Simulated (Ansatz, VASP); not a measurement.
One calculation of WS2, two programs

INCAR

```
  ALGO = Normal
  EDIFF = 1E-6
  ENCUT = 520
  GGA = PS
  ISIF = 2
  ISMEAR = 0
  LASPH = T
  LCHARG = F
  LREAL = F
  LWAVE = F
  NBANDS = 49
  NELM = 60
  PREC = Accurate
  SIGMA = 0.02
```

The input KPOINTS:

```
k-points
0
Gamma
  12 12 1
```

Contents of POSCAR:

```
WS2
1.0
    3.1829541699      0.0000000000      0.0000000000
   -1.5914770850      2.7565191702      0.0000000000
    0.0000000000      0.0000000000     28.5322178600
W S
3 6
Direct
    0.6666666700      0.3333333300      0.6592864300
    0.3333333300      0.6666666700      0.8855337800
    0.3333333300      0.6666666700      0.4343616800
    0.6666666700      0.3333333300      0.9401857300
    0.6666666700      0.3333333300      0.4890304200
    0.3333333300      0.6666666700      0.7139522100
    0.6666666700      0.3333333300      0.8308482800
    0.6666666700      0.3333333300      0.3797102500
    0.3333333300      0.6666666700      0.6046252100
```

Input for Ansatz:

```yaml
crystal:
  lattice:
    - [3.1829541699, 0.0, 0.0]
    - [-1.591477085, 2.7565191702, 0.0]
    - [0.0, 0.0, 28.53221786]
  atoms:
    - { symbol: W, position: [0.66666667, 0.33333333, 0.65928643] }
    - { symbol: W, position: [0.33333333, 0.66666667, 0.88553378] }
    - { symbol: W, position: [0.33333333, 0.66666667, 0.43436168] }
    - { symbol: S, position: [0.66666667, 0.33333333, 0.94018573] }
    - { symbol: S, position: [0.66666667, 0.33333333, 0.48903042] }
    - { symbol: S, position: [0.33333333, 0.66666667, 0.71395221] }
    - { symbol: S, position: [0.66666667, 0.33333333, 0.83084828] }
    - { symbol: S, position: [0.66666667, 0.33333333, 0.37971025] }
    - { symbol: S, position: [0.33333333, 0.66666667, 0.60462521] }
basis:
  ecutwfc: 420
kpoints:
  mp_grid: { grid: [12, 12, 1] }
hamiltonian:
  xc: pbesol
scf:
  occupations: { method: gaussian, width: 0.02 }
output:
  forces: true
  stress: true
  eigenvalues: true
  populations: true
```

Alike in both runs: task single point; functional PBEsol; k mesh 12 × 12 × 1; occupations gaussian, width 0.02 eV; no spin polarisation.

|  | VASP | Ansatz |
| --- | --- | --- |
| version | VASP 6.6.1 | Ansatz 0.2.0 |
| potentials or method | VASP PAW PBE potentials, release 64 (W_sv, S), cutoff 520 eV | scalar-relativistic, plane waves, PAW |
| valence electrons in the cell | 78 | 78 |

```csv
,VASP,Ansatz,Ansatz less VASP
gap on the k mesh at the Fermi level (eV),1.34,1.32,-0.017
least direct gap on the mesh (eV),1.75,1.74,-0.004
rms of the force components (eV/Å),0.042,0.051,+0.0098
```

VASP's potentials were made for PBE, not for PBEsol. Atom by atom the forces differ by 0.010 eV/Å (rms over components).

Spin-orbit coupling is off throughout.
